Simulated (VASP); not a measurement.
Crystal: LiH.

```
Li H
1.0
     0.00000    2.03250    2.03250
     2.03250    0.00000    2.03250
     2.03250    2.03250    0.00000
Li H
1 1
Direct
  0.00000 0.00000 0.00000
  0.50000 0.50000 0.50000
```

| Item | Value |
| --- | --- |
| Program | VASP 6.6.1 |
| Task | relaxation of cell and atoms |
| Functional | PBE |
| Potentials or basis | VASP PAW PBE potentials, release 64 (Li_sv, H) |
| Cutoff | 600 eV |
| k mesh | 10 × 10 × 10 |
| Occupations | gaussian, width 0.02 eV |
| Spin | no spin polarisation |

At the start: pressure -1.7 GPa; volume 8.40 Å³/atom.

Problem. Where does the relaxation end?

Solution. Over 3 steps the energy falls by 2.2 meV/atom and the volume is 7.98 Å³/atom (-5.0 %); space group Fm-3m (No. 225, to 0.05 Å).

Step by step:
| step | energy change (eV) | largest force (eV/Å) | pressure (GPa) | volume (Å³) |
| --- | --- | --- | --- | --- |
| 1 | 0.0000 | 0.0000 | -1.66 | 16.79 |
| 2 | -0.0019 | 0.0000 | -1.27 | 16.58 |
| 3 | -0.0044 | 0.0000 | 0.03 | 15.96 |

Final structure:
```cif
data_structure
_symmetry_space_group_name_H-M 'P 1'
_symmetry_Int_Tables_number 1
_cell_length_a 2.8261
_cell_length_b 2.8261
_cell_length_c 2.8261
_cell_angle_alpha 60.000
_cell_angle_beta 60.000
_cell_angle_gamma 60.000
_cell_volume 15.96
loop_
_atom_site_label
_atom_site_type_symbol
_atom_site_fract_x
_atom_site_fract_y
_atom_site_fract_z
_atom_site_occupancy
Li1 Li 0.00000 0.00000 0.00000 1
H1 H 0.50000 0.50000 0.50000 1
```

Caveat: the cutoff is under 1.25 times the usual one of these potentials, so pressure, stress and relaxed cells hold a basis-set (Pulay) error.
